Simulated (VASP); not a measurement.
# RbCl (Fm-3m) in VASP: further runs

The runs below take RbCl through single point, with r2SCAN.

All numbers are computed with VASP 6.6.1; they aren't measurements. Logs are shortened: lines on timing, memory, paths and dates and some standing lists are left out, and cuts for length are marked.

## 1. The cell of the first run

Symmetry: Fm-3m, No. 225, cubic system. Conventional cell: a = 6.662 Å, b = 6.662 Å, c = 6.662 Å, α = 90.00°, β = 90.00°, γ = 90.00°. Rb (site symmetry m-3m) has 6 Cl at 3.33 Å within 4.4 Å. Cl (site symmetry m-3m) has 6 Rb at 3.33 Å within 4.4 Å.

## 2. Single point, r2SCAN

Contents of POSCAR:

```
RbCl
1.0
    0.0000000000      3.3311993087      3.3311993087
    3.3311993087      0.0000000000      3.3311993087
    3.3311993087      3.3311993087      0.0000000000
Rb Cl
1 1
Direct
    0.0000000000      0.0000000000      0.0000000000
    0.5000000000      0.5000000000      0.5000000000
```

Contents of INCAR.step1:

```
SYSTEM = RbCl
PREC     = Accurate       ! precision mode
ENCUT    = 550            ! plane-wave cutoff, eV
ISMEAR   = 0              ! smearing method
SIGMA    = 0.01           ! smearing width, eV
LREAL    = .False.        ! projectors in reciprocal space
LASPH    = .True.         ! aspherical terms in the spheres
NELM     = 120            ! most SCF steps
NBANDS   = 15             ! bands
GGA      = PE             ! functional
ALGO     = Normal         ! electronic algorithm
EDIFF    = 1E-5           ! SCF threshold, eV
LWAVE    = .True.         ! write WAVECAR
LCHARG   = .False.        ! write CHGCAR
GGA_COMPAT= .False.
```

Contents of INCAR.step2:

```
SYSTEM = RbCl
PREC     = Accurate       ! precision mode
ENCUT    = 550            ! plane-wave cutoff, eV
EDIFF    = 1E-6           ! SCF threshold, eV
ISMEAR   = 0              ! smearing method
SIGMA    = 0.01           ! smearing width, eV
LREAL    = .False.        ! projectors in reciprocal space
LASPH    = .True.         ! aspherical terms in the spheres
NELM     = 120            ! most SCF steps
ALGO     = Normal         ! electronic algorithm
ISIF     = 2              ! what is computed and relaxed
LWAVE    = .False.        ! write WAVECAR
LCHARG   = .False.        ! write CHGCAR
METAGGA  = R2SCAN         ! meta-GGA
LMIXTAU  = .True.       
NBANDS   = 15             ! bands
ISTART   = 1            
GGA_COMPAT= .False.
```

Contents of KPOINTS:

```
regular mesh
0
Gamma
  5 5 5
  0 0 0
```

Potentials or basis: VASP PAW PBE potentials, release 64 (Rb_sv, Cl).

Started as:

```
> cat potpaw_PBE.64/Rb_sv/POTCAR potpaw_PBE.64/Cl/POTCAR > POTCAR
> cp INCAR.step1 INCAR
> mpirun -np 1 vasp_std > vasp.out
> cp INCAR.step2 INCAR
> mpirun -np 1 vasp_std > vasp.out
```

OUTCAR:

```text
SYSTEM = RbCl
   PREC = Accurate
   ENCUT = 550
   EDIFF = 1E-6
   ISMEAR = 0
   LREAL = .False.
   LASPH = .True.
   NELM = 120
   ISIF = 2
   METAGGA = R2SCAN
   ISTART = 1

 ion  position               nearest neighbor table
   1  0.000  0.000  0.000-   2 3.33   2 3.33   2 3.33   2 3.33   2 3.33   2 3.33
   2  0.500  0.500  0.500-   1 3.33   1 3.33   1 3.33   1 3.33   1 3.33   1 3.33

  LATTYP: Found a face centered cubic cell.
 ALAT       =     6.6623986174

  Lattice vectors:

 A1 = (   0.0000000000,   3.3311993087,   3.3311993087)
 A2 = (   3.3311993087,   0.0000000000,   3.3311993087)
 A3 = (   3.3311993087,   3.3311993087,   0.0000000000)

Analysis of symmetry for initial positions (statically):
=====================================================================
 Subroutine PRICEL returns:
 Original cell was already a primitive cell.

 Routine SETGRP: Setting up the symmetry group for a
 face centered cubic supercell.

 Subroutine GETGRP returns: Found 48 space group operations
 (whereof 48 operations were pure point group operations)
 out of a pool of 48 trial point group operations.

The static configuration has the point symmetry O_h .

Analysis of symmetry for dynamics (positions and initial velocities):
=====================================================================
 Subroutine PRICEL returns:
 Original cell was already a primitive cell.

 Routine SETGRP: Setting up the symmetry group for a
 face centered cubic supercell.

 Subroutine GETGRP returns: Found 48 space group operations
 (whereof 48 operations were pure point group operations)
 out of a pool of 48 trial point group operations.

The dynamic configuration has the point symmetry O_h .

 Subroutine INISYM returns: Found 48 space group operations
 (whereof 48 operations are pure point group operations),
 and found     1 'primitive' translations

----------------------------------------------------------------------------------------

                                     Primitive cell

  volume of cell :      73.9319

  direct lattice vectors                    reciprocal lattice vectors
     0.000000000  3.331199309  3.331199309    -0.150096093  0.150096093  0.150096093
     3.331199309  0.000000000  3.331199309     0.150096093 -0.150096093  0.150096093
     3.331199309  3.331199309  0.000000000     0.150096093  0.150096093 -0.150096093

  length of vectors
     4.711027241  4.711027241  4.711027241     0.259974058  0.259974058  0.259974058

  position of ions in fractional coordinates (direct lattice)
     0.000000000  0.000000000  0.000000000
     0.500000000  0.500000000  0.500000000

  ion indices of the primitive-cell ions
   primitive index   ion index
                 1           1
                 2           2

----------------------------------------------------------------------------------------

 KPOINTS: regular mesh

Automatic generation of k-mesh.
 Grid dimensions read from file:
 generate k-points for:    5    5    5

 Generating k-lattice:

  Cartesian coordinates                     Fractional coordinates (reciprocal lattice)
    -0.030019219  0.030019219  0.030019219     0.200000000  0.000000000  0.000000000
     0.030019219 -0.030019219  0.030019219     0.000000000  0.200000000  0.000000000
     0.030019219  0.030019219 -0.030019219     0.000000000  0.000000000  0.200000000

  Length of vectors
     0.051994812  0.051994812  0.051994812

  Shift w.r.t. Gamma in fractional coordinates (k-lattice)
     0.000000000  0.000000000  0.000000000

 Subroutine IBZKPT returns following result:
 ===========================================

 Found     10 irreducible k-points:

 Following reciprocal coordinates:
            Coordinates               Weight
  0.000000  0.000000  0.000000      1.000000
  0.200000  0.000000  0.000000      8.000000
  0.400000  0.000000  0.000000      8.000000
  0.200000  0.200000  0.000000      6.000000
  0.400000  0.200000  0.000000     24.000000
 -0.400000  0.200000  0.000000     24.000000
 -0.200000  0.200000  0.000000     12.000000
  0.400000  0.400000  0.000000      6.000000
 -0.400000  0.400000  0.000000     12.000000
 -0.400000  0.400000  0.200000     24.000000
   k-points           NKPTS =     10   k-points in BZ     NKDIM =     10   number of bands    NBANDS=     15
   number of dos      NEDOS =    301   number of ions     NIONS =      2
   total plane-waves  NPLWV =  46656
   dimension x,y,z NGX =    36 NGY =   36 NGZ =   36
   dimension x,y,z NGXF=    72 NGYF=   72 NGZF=   72
   ions per type =               1   1
   NGX,Y,Z   is equivalent  to a cutoff of  12.70, 12.70, 12.70 a.u.
   NGXF,Y,Z  is equivalent  to a cutoff of  25.41, 25.41, 25.41 a.u.
 SYSTEM =  RbCl
   PREC   = accura    normal or accurate (medium, high low for compatibility)
   ISTART =      1    job   : 0-new  1-cont  2-samecut
   ICHARG =      0    charge: 1-file 2-atom 10-const
   ISPIN  =      1    spin polarized calculation?
   LNONCOLLINEAR =      F non collinear calculations
   LSORBIT =      F    spin-orbit coupling
   LASPH  =      T    aspherical Exc in radial PAW
   ENCUT  =  550.0 eV  40.42 Ry    6.36 a.u.   9.01  9.01  9.01*2*pi/ulx,y,z
   NELM   =    120;   NELMIN=  2; NELMDL=  0     # of ELM steps
   EDIFF  = 0.1E-05   stopping-criterion for ELM
   LREAL  =      F    real-space projection
   EDIFFG = 0.1E-04   stopping-criterion for IOM
   NSW    =      0    number of steps for IOM
   IBRION =     -1    ionic relax: 0-MD 1-quasi-New 2-CG
   NFREE  =      0    steps in history (QN), initial steepest desc. (CG)
   ISIF   =      2    stress and relaxation
   ISYM   =      2    0-nonsym 1-usesym 2-fastsym
   POTIM  = 0.5000    time-step for ionic-motion
   TEBEG  =    0.0;   TEEND  =   0.0 temperature during run
   PSTRESS=    0.0 pullay stress
   NELECT =      16.0000    total number of electrons
   NUPDOWN=      -1.0000    fix difference up-down
   EMIN   =  10.00;   EMAX   =-10.00  energy-range for DOS
   EFERMI =   0.00;   METHOD = LEGACY
   ISMEAR =     0;   SIGMA  =   0.01  broadening in eV -4-tet -1-fermi 0-gaus
   EFERMI_NEDOS =   21; number of points for ismear=-14 and -15
   IALGO  =     38    algorithm
   IMIX   =      4    mixing-type and parameters
     AMIX     =   0.40;   BMIX     =  1.00
     AMIX_MAG =   1.60;   BMIX_MAG =  1.00
  volume/ion in A,a.u.               =      36.97       249.46
  Fermi-wavevector in a.u.,A,eV,Ry     =   0.982888  1.857390 13.144175  0.966070
  Thomas-Fermi vector in A             =   2.114005
   LORBIT       =      0    0 simple, 1 ext, 2 COOP (PROOUT), +10 PAW based schemes
   METAGGA = R2SCAN    functional components
   LHFCALC =     F    Hartree Fock is set to
   AEXX    =    0.0000 exact exchange contribution
   IVDW    =     0    specifies the selected vdW correction
   LEPSILON=     F    determine dielectric tensor
   LRPA    =     F    only Hartree local field effects (RPA)
 non-spin polarized calculation
 Gauss-broadening in eV      SIGMA  =   0.01
  energy-cutoff  :      550.00
  volume of cell :       73.93
 maximum number of plane-waves:      2182
   NGX = 17   NGY = 17   NGZ = 17

 number of electron      16.0000001 magnetization

 Free energy of the ion-electron system (eV)
  ---------------------------------------------------
  ext. energy  EPLUGINS =         0.00000000
  ---------------------------------------------------
  free energy    TOTEN  =       -24.38420455 eV

  energy without entropy =      -24.38420455  energy(sigma->0) =      -24.38420455

 E-fermi :  -2.3561     XC(G=0):  -7.6173

 val. band max:       -2.4286741776   @ k =   0.0000   0.0000   0.0000
 cond. band min:       3.0559369173   @ k =   0.0000   0.0000   0.0000
 fundamental gap:      5.4846110949
 Fermi energy:        -2.3560586652

 k-point     1 :       0.0000    0.0000    0.0000
  band No.  band energies     occupation
      1     -27.1570      2.00000
      2     -14.9428      2.00000
      3     -10.6599      2.00000
      4     -10.6599      2.00000
      5     -10.6599      2.00000
      6      -2.4287      2.00000
      7      -2.4287      2.00000
      8      -2.4287      2.00000
      9       3.0559      0.00000
     10       6.1631      0.00000
     11       6.1631      0.00000
     12       6.1631      0.00000
     13       7.3096      0.00000
     14       7.3096      0.00000
     15       9.8498      0.00000

 k-point     2 :       0.2000    0.0000    0.0000
  band No.  band energies     occupation
      1     -27.1523      2.00000
      2     -14.9598      2.00000
      3     -10.6634      2.00000
      4     -10.6634      2.00000
      5     -10.6530      2.00000
      6      -2.7405      2.00000
      7      -2.5375      2.00000
      8      -2.5375      2.00000
      9       3.8819      0.00000
     10       5.8738      0.00000
     11       6.6568      0.00000
     12       6.6568      0.00000
     13       7.8666      0.00000
     14       7.8666      0.00000
     15      11.3660      0.00000

 k-point     3 :       0.4000    0.0000    0.0000
  band No.  band energies     occupation
      1     -27.1447      2.00000
      2     -14.9869      2.00000
      3     -10.6691      2.00000
      4     -10.6691      2.00000
      5     -10.6424      2.00000
      6      -3.1580      2.00000
      7      -2.7037      2.00000
      8      -2.7037      2.00000
      9       5.3817      0.00000
     10       5.9031      0.00000
     11       7.9299      0.00000
     12       7.9299      0.00000
     13       9.1330      0.00000
     14       9.1330      0.00000
     15      10.5773      0.00000
[... 91 lines left out ...]
 k-point     9 :      -0.4000    0.4000    0.0000
  band No.  band energies     occupation
      1     -27.1397      2.00000
      2     -14.9181      2.00000
      3     -10.8570      2.00000
      4     -10.7278      2.00000
      5     -10.7219      2.00000
      6      -2.7298      2.00000
      7      -2.7231      2.00000
      8      -2.6043      2.00000
      9       4.7408      0.00000
     10       6.9079      0.00000
     11       6.9520      0.00000
     12       8.2804      0.00000
     13       8.9347      0.00000
     14       9.3834      0.00000
     15      10.6469      0.00000

 k-point    10 :      -0.4000    0.4000    0.2000
  band No.  band energies     occupation
      1     -27.1405      2.00000
      2     -14.9358      2.00000
      3     -10.7886      2.00000
      4     -10.7840      2.00000
      5     -10.6582      2.00000
      6      -2.8885      2.00000
      7      -2.7019      2.00000
      8      -2.6243      2.00000
      9       5.2976      0.00000
     10       5.9606      0.00000
     11       7.4721      0.00000
     12       8.3179      0.00000
     13       9.2026      0.00000
     14       9.4308      0.00000
     15      10.2618      0.00000

------------------------ aborting loop because EDIFF is reached ----------------------------------------

  FORCE on cell =-STRESS in cart. coord.  units (eV):
  Direction    XX          YY          ZZ          XY          YZ          ZX
  --------------------------------------------------------------------------------------
  -------------------------------------------------------------------------------------
  Total       -0.1547793     -0.1547793     -0.1547793     -0.0000000      0.0000000     -0.0000000
  in kB       -3.3542196     -3.3542196     -3.3542196     -0.0000000      0.0000000     -0.0000000
  external PRESSURE =      -3.3542196 kB  Pullay stress =       0.0000000 kB

 VOLUME and BASIS-vectors are now :
 -----------------------------------------------------------------------------
  energy-cutoff  :      550.00
  volume of cell :       73.93
      direct lattice vectors                 reciprocal lattice vectors
     0.000000000  3.331199309  3.331199309    -0.150096093  0.150096093  0.150096093
     3.331199309  0.000000000  3.331199309     0.150096093 -0.150096093  0.150096093
     3.331199309  3.331199309  0.000000000     0.150096093  0.150096093 -0.150096093

 POSITION                                       TOTAL-FORCE (eV/Angst)
 -----------------------------------------------------------------------------------
      0.00000      0.00000      0.00000        -0.000000      0.000000     -0.000000
      3.33120      3.33120      3.33120         0.000000      0.000000      0.000000
 -----------------------------------------------------------------------------------
    total drift:                                0.000000      0.000000      0.000000

  FREE ENERGIE OF THE ION-ELECTRON SYSTEM (eV)
  ---------------------------------------------------
  free  energy   TOTEN  =       -24.3842045527 eV

  energy  without entropy=      -24.3842045527  energy(sigma->0) =      -24.38420455
```

Wall time 88 s (1 thread of Intel Xeon 8259CL, shared host); peak memory 0.22 GiB.

What came out:

```
Free energy            : -24.3842 eV
Pressure               : -0.3 GPa
Band gap on the k mesh : 5.48 eV, direct
```

Caveat: the PAW data sets were made with another functional, which shifts forces and pressure a little. r2SCAN opens gaps a little over a GGA but as a rule still falls short of measured ones.

## 3. Single point, r2SCAN

This run uses another cell than the first one, of 37.90 Å³/atom, 1.025 times its volume.

Contents of POSCAR:

```
RbCl
1.0
    0.0000000000      3.3590767497      3.3590767497
    3.3590767497      0.0000000000      3.3590767497
    3.3590767497      3.3590767497      0.0000000000
Rb Cl
1 1
Direct
    0.0000000000      0.0000000000      0.0000000000
    0.5000000000      0.5000000000      0.5000000000
```

Contents of INCAR.step1:

```
ALGO     = Normal         # electronic algorithm
EDIFF    = 1E-5           # SCF threshold, eV
ENCUT    = 550            # plane-wave cutoff, eV
GGA      = PE             # functional
GGA_COMPAT= F            
ISMEAR   = 0              # smearing method
LASPH    = T              # aspherical terms in the spheres
LCHARG   = F              # write CHGCAR
LREAL    = F              # projectors in reciprocal space
LWAVE    = T              # write WAVECAR
NBANDS   = 15             # bands
NELM     = 120            # most SCF steps
PREC     = Accurate       # precision mode
SIGMA    = 0.01           # smearing width, eV
```

Contents of INCAR.step2:

```
ALGO     = Normal         # electronic algorithm
EDIFF    = 1E-6           # SCF threshold, eV
ENCUT    = 550            # plane-wave cutoff, eV
GGA_COMPAT= F            
ISIF     = 2              # what is computed and relaxed
ISMEAR   = 0              # smearing method
ISTART   = 1            
LASPH    = T              # aspherical terms in the spheres
LCHARG   = T              # write CHGCAR
LELF     = T              # ELF
LMIXTAU  = T            
LREAL    = F              # projectors in reciprocal space
LVHAR    = T            
LWAVE    = F              # write WAVECAR
METAGGA  = R2SCAN         # meta-GGA
NBANDS   = 15             # bands
NELM     = 120            # most SCF steps
PREC     = Accurate       # precision mode
SIGMA    = 0.01           # smearing width, eV
```

Contents of KPOINTS:

```
k-points
0
Gamma
  5 5 5
```

Potentials or basis: VASP PAW PBE potentials, release 64 (Rb_sv, Cl).

Started as:

```
> cat potpaw_PBE.64/Rb_sv/POTCAR potpaw_PBE.64/Cl/POTCAR > POTCAR
> cp INCAR.step1 INCAR
> mpirun -np 1 vasp_std > vasp.out
> cp INCAR.step2 INCAR
> mpirun -np 1 vasp_std > vasp.out
```

It took 81 s on 1 thread of Intel Xeon 8259CL, shared host; peak memory 0.22 GiB.

It converged, with:

| Property | Result |
| --- | --- |
| Free energy | -24.3784 eV |
| Pressure | -0.7 GPa |
| Band gap on the k mesh | 5.41 eV, direct |

Levels at points of the mesh, in eV from the valence-band top:
| k point | band 5 | band 6 | band 7 | band 8 | band 9 | band 10 | band 11 | band 12 |
| --- | --- | --- | --- | --- | --- | --- | --- | --- |
| (0.00, 0.00, 0.00) | -8.29 | 0.00 | 0.00 | 0.00 | 5.41 | 8.57 | 8.57 | 8.57 |

Caveat: the PAW data sets were made with another functional, which shifts forces and pressure a little. r2SCAN opens gaps a little over a GGA but as a rule still falls short of measured ones.
